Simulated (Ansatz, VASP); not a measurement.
Ga in VASP and in Ansatz

```
Ga
1.0
     1.38300   -4.02650    0.00000
     1.38300    4.02650    0.00000
    -0.11745    0.00000    3.39653
Ga
2
Direct
  0.86900 0.13100 0.25000
  0.13100 0.86900 0.75000
```

Change from the starting cell: zz strain of +2 %.

Alike in both runs: task single point; functional PBE; k mesh 14 × 14 × 11; occupations fermi-dirac, width 0.03 eV; no spin polarisation.

|  | VASP | Ansatz |
| --- | --- | --- |
| version | VASP 6.6.1 | Ansatz 0.2.0 |
| potentials or method | VASP PAW PBE potentials, release 64 (Ga_d), cutoff 520 eV | all-electron LAPW, scalar-relativistic |

Ansatz gave:

- pressure (GPa): 0.7
- traceless stress, the component that is largest in VASP (GPa): -0.88
- rms of the force components (eV/Å): 0.088

**Question.** Estimate VASP's values.

**Answer.** Pressure (GPa): 0.8; traceless stress, the component that is largest in VASP (GPa): -0.91; rms of the force components (eV/Å): 0.089.

Atom by atom the forces differ by 0.001 eV/Å (rms over components). Ansatz ran all-electron here, and VASP with PAW potentials.
